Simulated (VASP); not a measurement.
A run of VASP 6.6.1:

Contents of INCAR:

```
PREC = Accurate ; ENCUT = 750
EDIFF = 1E-6 ; ISMEAR = 0
SIGMA = 0.02 ; LREAL = F
LASPH = T ; NELM = 120
ALGO = Normal ; ISIF = 2
LWAVE = F ; LCHARG = T
GGA = PE ; LELF = T
LVHAR = T ; NBANDS = 12
GGA_COMPAT = F
```

The input KPOINTS:

```
Automatic mesh
0
Gamma
  8 8 8
```

Contents of POSCAR:

```
LiBr
1.0
    0.0000000000      2.6404594676      2.6404594676
    2.6404594676      0.0000000000      2.6404594676
    2.6404594676      2.6404594676      0.0000000000
Li Br
1 1
Direct
    0.0000000000      0.0000000000      0.0000000000
    0.5000000000      0.5000000000      0.5000000000
```

Potentials or basis: VASP PAW PBE potentials, release 64 (Li_sv, Br).

The run is started by

```bash
$ cat potpaw_PBE.64/Li_sv/POTCAR potpaw_PBE.64/Br/POTCAR > POTCAR
$ mpirun -np 1 vasp_std > vasp.out
```

Hardware: 1 thread of Intel(R) Xeon(R) Platinum 8375C CPU @ 2.90GHz (Ice Lake), with other jobs on the host.

How long does it take, and how much memory?

Wall time 18 s on 1 thread of Intel(R) Xeon(R) Platinum 8375C CPU @ 2.90GHz (Ice Lake) (shared host), peak memory 0.2 GiB. Counts: scf iterations 12, k points 29.
